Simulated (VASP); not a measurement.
Here is a VASP 6.6.1 calculation.

The input INCAR:

```
PREC = Accurate
ENCUT = 520
EDIFF = 1E-7
ISMEAR = 0
SIGMA = 0.03
LREAL = F
LASPH = T
NELM = 100
ALGO = Normal
ISIF = 2
LWAVE = F
LCHARG = T
GGA = PS
LELF = T
LVHAR = T
NBANDS = 31
```

The input KPOINTS:

```
Automatic mesh
0
Gamma
  6 6 6
```

The input POSCAR:

```
Si7Ge
1.0
    5.4591768144      0.0000000000      0.0000000000
    0.0000000000      5.3226973940      0.0000000000
    0.0000000000      0.0000000000      5.4591768144
Si Ge
7 1
Direct
    0.2525976817      0.2525976817      0.2525976817
    0.0000000000      0.5000000000      0.5000000000
    0.5000000000      0.5000000000      0.0000000000
    0.5000000000      0.0000000000      0.5000000000
    0.7474023183      0.2525976817      0.7474023183
    0.7474023183      0.7474023183      0.2525976817
    0.2525976817      0.7474023183      0.7474023183
    0.0000000000      0.0000000000      0.0000000000
```

Potentials or basis: VASP PAW PBE potentials, release 64 (Si, Ge_d).

Launch:

```console
$ cat potpaw_PBE.64/Si/POTCAR potpaw_PBE.64/Ge_d/POTCAR > POTCAR
$ mpirun -np 1 vasp_std > vasp.out
```

Predict the pressure.

2.5 GPa.

Predict the largest force.

0.015 eV/Å.

Forces in eV/Å, atoms in the order of the input:
```
Si  -0.010  0.003 -0.010
Si   0.000  0.000  0.000
Si   0.000  0.000  0.000
Si   0.000  0.000  0.000
Si   0.010  0.003  0.010
Si   0.010 -0.003 -0.010
Si  -0.010 -0.003  0.010
Ge   0.000  0.000  0.000
```

Caveat: the cell differs from its parent crystal (strain -0.0250 x Voigt [0, 1, 0, 0, 0, 0]); the PAW data sets were made with another functional, which shifts forces and pressure a little.
